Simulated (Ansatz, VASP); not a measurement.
LiSe2 in VASP and in Ansatz

Contents of INCAR:

```
SYSTEM = LiSe2
ALGO = Normal
EDIFF = 1E-7
EDIFFG = -0.005
ENCUT = 600
GGA = PE
IBRION = 2
ISIF = 3
ISMEAR = 0
LASPH = .True.
LCHARG = .False.
LREAL = .False.
LWAVE = .False.
NELM = 60
NSW = 100
PREC = Accurate
SIGMA = 0.1
```

The input KPOINTS:

```
k-points
0
Gamma
  12 12 12
  0 0 0
```

The input POSCAR:

```
LiSe2
1.0
    0.0000000000      3.1235953846      3.1235953846
    3.1235953846      0.0000000000      3.1235953846
    3.1235953846      3.1235953846      0.0000000000
Li Se
1 2
Direct
    0.0000000000      0.0000000000      0.0000000000
    0.2500000000      0.2500000000      0.2500000000
    0.7500000000      0.7500000000      0.7500000000
```

Input for Ansatz:

```yaml
crystal:
  lattice:
    - [0.0, 3.1235953846, 3.1235953846]
    - [3.1235953846, 0.0, 3.1235953846]
    - [3.1235953846, 3.1235953846, 0.0]
  atoms:
    - { symbol: Li, position: [0.0, 0.0, 0.0] }
    - { symbol: Se, position: [0.25, 0.25, 0.25] }
    - { symbol: Se, position: [0.75, 0.75, 0.75] }
basis:
  ecutwfc: 420
kpoints:
  mp_grid: { grid: [12, 12, 12] }
hamiltonian:
  xc: pbe
scf:
  occupations: { method: gaussian, width: 0.1 }
output:
  forces: true
  stress: true
  eigenvalues: true
relax:
  adjacent_minimum: "off"
  f_tol: 0.005
  max_steps: 80
  cell: { stress_tol: 0.05 }
```

Alike in both runs: task relaxation of cell and atoms; functional PBE; k mesh 12 × 12 × 12; occupations gaussian, width 0.1 eV; no spin polarisation.

|  | VASP | Ansatz |
| --- | --- | --- |
| version | VASP 6.6.1 | Ansatz 0.2.0 |
| potentials or method | VASP PAW PBE potentials, release 64 (Li_sv, Se), cutoff 600 eV | scalar-relativistic, plane waves, PAW |
| valence electrons in the cell | 15 | 35 |

|  | VASP | Ansatz | Ansatz less VASP |
| --- | --- | --- | --- |
| gap on the k mesh at the Fermi level, each at its own relaxed structure (eV) | none | none | - |
| relaxed volume (Å³/atom) | 19.82 | 19.84 | +0.028 |
| relaxed cell length with the largest relative difference (Å) | 4.381 | 4.383 | +0.0020 |

A gap of «none» marks a metal or a gap that the smearing closes. VASP's potentials hold 15 valence electrons a cell and Ansatz's 35, so a difference there can come from the potentials and not from the codes.

Noted on VASP's run: the cutoff is short for stress, so the pressure is rough.
